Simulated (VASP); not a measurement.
# NiGe (F-43m) in VASP: notebook

The runs below take NiGe through single point, relaxation of cell and atoms, with PBE.

Everything below comes from runs of VASP 6.6.1. Logs are shortened: lines on timing, memory, paths and dates and some standing lists are left out, and cuts for length are marked.

## (1) The cell of the first run

The structure is cubic, space group F-43m (No. 216). Conventional cell: a = 5.326 Å, b = 5.326 Å, c = 5.326 Å, α = 90.00°, β = 90.00°, γ = 90.00°. Ni (site symmetry -43m) has 4 Ge at 2.31 Å within 3.0 Å. Within 3.0 Å of Ge (site symmetry -43m) lie 4 Ni at 2.31 Å.

## (2) Single point, PBE

File INCAR:

```
PREC = Accurate
ENCUT = 520
EDIFF = 1E-7
ISMEAR = 0
SIGMA = 0.1
LREAL = F
LASPH = T
NELM = 60
ALGO = Normal
ISIF = 2
LWAVE = F
LCHARG = F
GGA = PE
NBANDS = 19
```

File KPOINTS:

```
regular mesh
0
Gamma
  6 6 6
```

File POSCAR:

```
NiGe
1.0
    0.0000000000      2.6631066089      2.6631066089
    2.6631066089      0.0000000000      2.6631066089
    2.6631066089      2.6631066089      0.0000000000
Ni Ge
1 1
Direct
    0.0000000000      0.0000000000      0.0000000000
    0.2500000000      0.2500000000      0.2500000000
```

Potentials or basis: VASP PAW PBE potentials, release 64 (Ni, Ge_d).

Started as:

```console
$ cat potpaw_PBE.64/Ni/POTCAR potpaw_PBE.64/Ge_d/POTCAR > POTCAR
$ mpirun -np 1 vasp_std > vasp.out
```

OUTCAR:

```text
PREC = Accurate
   ENCUT = 520
   EDIFF = 1E-7
   ISMEAR = 0
   LREAL = F
   LASPH = T
   NELM = 60
   ISIF = 2
   GGA = PE

 ion  position               nearest neighbor table
   1  0.000  0.000  0.000-   2 2.31   2 2.31   2 2.31   2 2.31
   2  0.250  0.250  0.250-   1 2.31   1 2.31   1 2.31   1 2.31

  LATTYP: Found a face centered cubic cell.
 ALAT       =     5.3262132178

  Lattice vectors:

 A1 = (   0.0000000000,   2.6631066089,   2.6631066089)
 A2 = (   2.6631066089,   0.0000000000,   2.6631066089)
 A3 = (   2.6631066089,   2.6631066089,   0.0000000000)

Analysis of symmetry for initial positions (statically):
=====================================================================
 Subroutine PRICEL returns:
 Original cell was already a primitive cell.

 Routine SETGRP: Setting up the symmetry group for a
 face centered cubic supercell.

 Subroutine GETGRP returns: Found 24 space group operations
 (whereof 24 operations were pure point group operations)
 out of a pool of 48 trial point group operations.

The static configuration has the point symmetry T_d .

Analysis of symmetry for dynamics (positions and initial velocities):
=====================================================================
 Subroutine PRICEL returns:
 Original cell was already a primitive cell.

 Routine SETGRP: Setting up the symmetry group for a
 face centered cubic supercell.

 Subroutine GETGRP returns: Found 24 space group operations
 (whereof 24 operations were pure point group operations)
 out of a pool of 48 trial point group operations.

The dynamic configuration has the point symmetry T_d .

 Subroutine INISYM returns: Found 24 space group operations
 (whereof 24 operations are pure point group operations),
 and found     1 'primitive' translations

----------------------------------------------------------------------------------------

                                     Primitive cell

  volume of cell :      37.7742

  direct lattice vectors                    reciprocal lattice vectors
     0.000000000  2.663106609  2.663106609    -0.187750651  0.187750651  0.187750651
     2.663106609  0.000000000  2.663106609     0.187750651 -0.187750651  0.187750651
     2.663106609  2.663106609  0.000000000     0.187750651  0.187750651 -0.187750651

  length of vectors
     3.766201484  3.766201484  3.766201484     0.325193667  0.325193667  0.325193667

  position of ions in fractional coordinates (direct lattice)
     0.000000000  0.000000000  0.000000000
     0.250000000  0.250000000  0.250000000
[... 66 lines left out ...]
   ENCUT  =  520.0 eV  38.22 Ry    6.18 a.u.   7.00  7.00  7.00*2*pi/ulx,y,z
   NELM   =     60;   NELMIN=  2; NELMDL= -5     # of ELM steps
   EDIFF  = 0.1E-06   stopping-criterion for ELM
   LREAL  =      F    real-space projection
   EDIFFG = 0.1E-05   stopping-criterion for IOM
   NSW    =      0    number of steps for IOM
   IBRION =     -1    ionic relax: 0-MD 1-quasi-New 2-CG
   NFREE  =      0    steps in history (QN), initial steepest desc. (CG)
   ISIF   =      2    stress and relaxation
   ISYM   =      2    0-nonsym 1-usesym 2-fastsym
   POTIM  = 0.5000    time-step for ionic-motion
   TEBEG  =    0.0;   TEEND  =   0.0 temperature during run
   PSTRESS=    0.0 pullay stress
   NELECT =      24.0000    total number of electrons
   NUPDOWN=      -1.0000    fix difference up-down
   EMIN   =  10.00;   EMAX   =-10.00  energy-range for DOS
   EFERMI =   0.00;   METHOD = LEGACY
   ISMEAR =     0;   SIGMA  =   0.10  broadening in eV -4-tet -1-fermi 0-gaus
   EFERMI_NEDOS =   21; number of points for ismear=-14 and -15
   IALGO  =     38    algorithm
   IMIX   =      4    mixing-type and parameters
     AMIX     =   0.40;   BMIX     =  1.00
     AMIX_MAG =   1.60;   BMIX_MAG =  1.00
  volume/ion in A,a.u.               =      18.89       127.46
  Fermi-wavevector in a.u.,A,eV,Ry     =   1.407386  2.659575 26.949557  1.980737
  Thomas-Fermi vector in A             =   2.529651
   LORBIT       =      0    0 simple, 1 ext, 2 COOP (PROOUT), +10 PAW based schemes
   GGA     = PE    functional components
   LHFCALC =     F    Hartree Fock is set to
   AEXX    =    0.0000 exact exchange contribution
   IVDW    =     0    specifies the selected vdW correction
   LEPSILON=     F    determine dielectric tensor
   LRPA    =     F    only Hartree local field effects (RPA)
 non-spin polarized calculation
 Gauss-broadening in eV      SIGMA  =   0.10
  energy-cutoff  :      520.00
  volume of cell :       37.77
 maximum number of plane-waves:      1034
   NGX = 13   NGY = 13   NGZ = 13

 number of electron      23.9999991 magnetization

 Free energy of the ion-electron system (eV)
  ---------------------------------------------------
  ext. energy  EPLUGINS =         0.00000000
  ---------------------------------------------------
  free energy    TOTEN  =        -9.42604259 eV

  energy without entropy =       -9.41695057  energy(sigma->0) =       -9.42149658

 E-fermi :   4.8775     XC(G=0): -10.4768

 val. band max:        4.7522273580   @ k =  -0.3333   0.3333   0.1667
 cond. band min:       4.9039715123   @ k =   0.5000   0.3333   0.0000
 fundamental gap:      0.1517441543
 Fermi energy:         4.8774966258

 k-point     1 :       0.0000    0.0000    0.0000
  band No.  band energies     occupation
      1     -19.4050      2.00000
      2     -19.4050      2.00000
      3     -19.4050      2.00000
      4     -19.3782      2.00000
      5     -19.3782      2.00000
      6      -5.6477      2.00000
[... 329 lines left out ...]
      6      -2.8720      2.00000
[... 11 lines left out ...]
     18      17.1610      0.00000
     19      21.7870      0.00000

------------------------ aborting loop because EDIFF is reached ----------------------------------------

  FORCE on cell =-STRESS in cart. coord.  units (eV):
  Direction    XX          YY          ZZ          XY          YZ          ZX
  --------------------------------------------------------------------------------------
  -------------------------------------------------------------------------------------
  Total        0.0959564      0.0959564      0.0959564      0.0000000      0.0000000      0.0000000
  in kB        4.0699479      4.0699479      4.0699479      0.0000000      0.0000000      0.0000000
  external PRESSURE =       4.0699479 kB  Pullay stress =       0.0000000 kB

 VOLUME and BASIS-vectors are now :
 -----------------------------------------------------------------------------
  energy-cutoff  :      520.00
  volume of cell :       37.77
      direct lattice vectors                 reciprocal lattice vectors
     0.000000000  2.663106609  2.663106609    -0.187750651  0.187750651  0.187750651
     2.663106609  0.000000000  2.663106609     0.187750651 -0.187750651  0.187750651
     2.663106609  2.663106609  0.000000000     0.187750651  0.187750651 -0.187750651

 POSITION                                       TOTAL-FORCE (eV/Angst)
 -----------------------------------------------------------------------------------
      0.00000      0.00000      0.00000        -0.000000     -0.000000     -0.000000
      1.33155      1.33155      1.33155         0.000000      0.000000      0.000000
 -----------------------------------------------------------------------------------
    total drift:                               -0.000000     -0.000000     -0.000000

  FREE ENERGIE OF THE ION-ELECTRON SYSTEM (eV)
  ---------------------------------------------------
  free  energy   TOTEN  =        -9.4260425915 eV

  energy  without entropy=       -9.4169505739  energy(sigma->0) =       -9.42149658
```

stdout:

```text
POSCAR found type information on POSCAR NiGe
 POSCAR found :  2 types and       2 ions
 scaLAPACK will be used
 LDA part: xc-table for (Slater+PW92), standard interpolation
 POSCAR, INCAR and KPOINTS ok, starting setup
 FFT: planning ... GRIDC
 FFT: planning ... GRID_SOFT
 FFT: planning ... GRID
 WAVECAR not read
 entering main loop
```

Wall time 8 s (1 thread of AMD EPYC 9R45 (Zen 5), shared host); peak memory 0.13 GiB.

What came out:

- Free energy: -9.4260 eV
- Pressure: 0.4 GPa
- Band gap on the k mesh: zero (band 12 reaches 9.81 eV, above the bottom of band 13 at 4.24 eV)

## (3) Relaxation of cell and atoms, PBE

This run uses another cell than the first one, of 16.34 Å³/atom, 0.865 times its volume.

File INCAR:

```
PREC = Accurate
ENCUT = 600
EDIFF = 1E-6
ISMEAR = 0
SIGMA = 0.1
LREAL = F
LASPH = T
NELM = 80
ALGO = Normal
ISIF = 3
LWAVE = F
LCHARG = F
GGA = PE
IBRION = 2
NSW = 100
EDIFFG = -0.05
```

KPOINTS is that of step 2.

File POSCAR:

```
NiGe
1.0
    0.0000000000      2.5377763786      2.5377763786
    2.5377763786      0.0000000000      2.5377763786
    2.5377763786      2.5377763786      0.0000000000
Ni Ge
1 1
Direct
    0.0000000000      0.0000000000      0.0000000000
    0.2500000000      0.2500000000      0.2500000000
```

Potentials or basis: VASP PAW PBE potentials, release 64 (Ni, Ge_d).

Started as:

```console
$ cat potpaw_PBE.64/Ni/POTCAR potpaw_PBE.64/Ge_d/POTCAR > POTCAR
$ mpirun -np 1 vasp_std > vasp.out
```

Run time: 21 s. Hardware: 1 thread of AMD EPYC 9R45 (Zen 5), shared host; peak memory 0.14 GiB.

Results (log left out):

```
Free energy                            : -9.4252 eV
Relaxed volume                         : 18.97 Å³/atom
Relaxed cell                           : a = 3.772 Å, b = 3.772 Å, c = 3.772 Å, α = 60.00°, β = 60.00°, γ = 60.00°
Space group after relaxing (to 0.05 Å) : F-43m (No. 216)
Energy gained by relaxing              : 126.2 meV/atom
Ionic steps                            : 3
Pressure after relaxing                : 0.0 GPa
Band gap on the k mesh                 : zero (band 12 reaches 9.74 eV, above the bottom of band 13 at 4.20 eV)
```

The path:
| step | energy change (eV) | largest force (eV/Å) | pressure (GPa) | volume (Å³) |
| --- | --- | --- | --- | --- |
| 1 | 0.0000 | 0.0000 | 17.76 | 32.69 |
| 2 | -0.1571 | 0.0000 | -6.78 | 42.03 |
| 3 | -0.2525 | 0.0000 | 0.01 | 37.95 |

Final structure:
```
Ni Ge
1.0
     0.00000    2.66720    2.66720
     2.66720    0.00000    2.66720
     2.66720    2.66720    0.00000
Ni Ge
1 1
Direct
  0.00000 0.00000 0.00000
  0.25000 0.25000 0.25000
```

Levels at points of the mesh, in eV from the Fermi level:
```
           k point  band 10  band 11  band 12  band 13  band 14  band 15
(0.00, 0.00, 0.00)    -1.75    -1.75     4.91     4.91     4.91     6.65
(0.50, 0.00, 0.00)    -1.67    -1.67    -1.46     2.96     2.96     6.37
(0.50, 0.50, 0.00)    -1.84    -1.60    -1.17     0.32     0.32     4.87
```

Caveat: the volume moved by over 15 % at a fixed basis, so the end points are rough. Spin polarisation is off, so any magnetic state and its effect on volume and gap are missing.

## (4) Single point, PBE

This run uses another cell than the first one, of 22.66 Å³/atom, 1.200 times its volume.

File INCAR:

```
SYSTEM = NiGe
ALGO     = Normal         ! electronic algorithm
EDIFF    = 1E-7           ! SCF threshold, eV
ENCUT    = 520            ! plane-wave cutoff, eV
GGA      = PE             ! functional
ISIF     = 2              ! what is computed and relaxed
ISMEAR   = 0              ! smearing method
LASPH    = .TRUE.         ! aspherical terms in the spheres
LCHARG   = .FALSE.        ! write CHGCAR
LREAL    = .FALSE.        ! projectors in reciprocal space
LWAVE    = .FALSE.        ! write WAVECAR
NBANDS   = 19             ! bands
NELM     = 60             ! most SCF steps
PREC     = Accurate       ! precision mode
SIGMA    = 0.1            ! smearing width, eV
```

File KPOINTS:

```
k-points
0
G
  14 14 14
  0 0 0
```

File POSCAR:

```
NiGe
1.0
    0.0000000000      2.8299730586      2.8299730586
    2.8299730586      0.0000000000      2.8299730586
    2.8299730586      2.8299730586      0.0000000000
Ni Ge
1 1
Direct
    0.0000000000      0.0000000000      0.0000000000
    0.2500000000      0.2500000000      0.2500000000
```

Potentials or basis: VASP PAW PBE potentials, release 64 (Ni, Ge_d).

Started as:

```console
$ cat potpaw_PBE.64/Ni/POTCAR potpaw_PBE.64/Ge_d/POTCAR > POTCAR
$ mpirun -np 1 vasp_std > vasp.out
```

OUTCAR:

```text
SYSTEM = NiGe
   EDIFF = 1E-7
   ENCUT = 520
   GGA = PE
   ISIF = 2
   ISMEAR = 0
   LASPH = .TRUE.
   LREAL = .FALSE.
   NELM = 60
   PREC = Accurate

 ion  position               nearest neighbor table
   1  0.000  0.000  0.000-   2 2.45   2 2.45   2 2.45   2 2.45
   2  0.250  0.250  0.250-   1 2.45   1 2.45   1 2.45   1 2.45

  LATTYP: Found a face centered cubic cell.
 ALAT       =     5.6599461172

  Lattice vectors:

 A1 = (   0.0000000000,   2.8299730586,   2.8299730586)
 A2 = (   2.8299730586,   0.0000000000,   2.8299730586)
 A3 = (   2.8299730586,   2.8299730586,   0.0000000000)

Analysis of symmetry for initial positions (statically):
=====================================================================
 Subroutine PRICEL returns:
 Original cell was already a primitive cell.

 Routine SETGRP: Setting up the symmetry group for a
 face centered cubic supercell.

 Subroutine GETGRP returns: Found 24 space group operations
 (whereof 24 operations were pure point group operations)
 out of a pool of 48 trial point group operations.

The static configuration has the point symmetry T_d .

[... 153 lines left out ...]
 Free energy of the ion-electron system (eV)
  ---------------------------------------------------
  ext. energy  EPLUGINS =         0.00000000
  ---------------------------------------------------
  free energy    TOTEN  =        -9.18108012 eV

  energy without entropy =       -9.17428727  energy(sigma->0) =       -9.17768370

 E-fermi :   3.2713     XC(G=0):  -9.6031

 val. band max:        3.2420387539   @ k =  -0.4286   0.2857   0.0000
 cond. band min:       3.2733459691   @ k =  -0.2857   0.2857   0.0714
 fundamental gap:      0.0313072152
 Fermi energy:         3.2712873650

 k-point     1 :       0.0000    0.0000    0.0000
  band No.  band energies     occupation
      1     -20.9994      2.00000
      2     -20.9994      2.00000
      3     -20.9994      2.00000
      4     -20.9838      2.00000
      5     -20.9838      2.00000
      6      -6.2813      2.00000
[... 505 lines left out ...]
      6      -5.5351      2.00000
[... 11 lines left out ...]
     18      12.5455      0.00000
     19      14.5040      0.00000

 [... further k-points ...]
[... 5 lines left out ...]
  --------------------------------------------------------------------------------------
  -------------------------------------------------------------------------------------
  Total       -2.7970034     -2.7970034     -2.7970034     -0.0000000     -0.0000000      0.0000000
  in kB      -98.8613825    -98.8613825    -98.8613825     -0.0000000     -0.0000000      0.0000000
  external PRESSURE =     -98.8613825 kB  Pullay stress =       0.0000000 kB

 VOLUME and BASIS-vectors are now :
 -----------------------------------------------------------------------------
  energy-cutoff  :      520.00
  volume of cell :       45.33
      direct lattice vectors                 reciprocal lattice vectors
     0.000000000  2.829973059  2.829973059    -0.176680127  0.176680127  0.176680127
     2.829973059  0.000000000  2.829973059     0.176680127 -0.176680127  0.176680127
     2.829973059  2.829973059  0.000000000     0.176680127  0.176680127 -0.176680127

 POSITION                                       TOTAL-FORCE (eV/Angst)
 -----------------------------------------------------------------------------------
      0.00000      0.00000      0.00000        -0.000000     -0.000000     -0.000000
      1.41499      1.41499      1.41499         0.000000      0.000000      0.000000
 -----------------------------------------------------------------------------------
    total drift:                                0.000000      0.000000      0.000000

  FREE ENERGIE OF THE ION-ELECTRON SYSTEM (eV)
  ---------------------------------------------------
  free  energy   TOTEN  =        -9.1810801212 eV

  energy  without entropy=       -9.1742872736  energy(sigma->0) =       -9.17768370
```

Wall time 48 s (1 thread of AMD EPYC 9R45 (Zen 5), shared host); peak memory 0.2 GiB.

Results:

```
Free energy            : -9.1811 eV
Pressure               : -9.9 GPa
Band gap on the k mesh : zero (band 12 reaches 7.33 eV, above the bottom of band 13 at 2.68 eV)
```

## (5) The runs side by side

| task | cell | k mesh | cutoff (eV) | gap on the mesh (eV) | pressure (GPa) |
| --- | --- | --- | --- | --- | --- |
| single point | a = 3.766 Å, angles 60.0°, 2 atoms | 6 × 6 × 6 | 520 | none | 0.4 |
| relaxation of cell and atoms | relaxed from a = 3.589 Å, angles 60.0°, 2 atoms | 6 × 6 × 6 | 600 | none | 0.0 |
| single point | a = 4.002 Å, angles 60.0°, 2 atoms | 14 × 14 × 14 | 520 | none | -9.9 |

Alike in all rows: level PBE; potentials or basis VASP PAW PBE potentials, release 64 (Ni, Ge_d); no spin polarisation; smearing gaussian 0.1 eV.

Caveats: the volume moved by over 15 % at a fixed basis, so the end points are rough (some runs).

Total energies depend on the potentials used, so only differences within one code and one set of settings carry meaning.
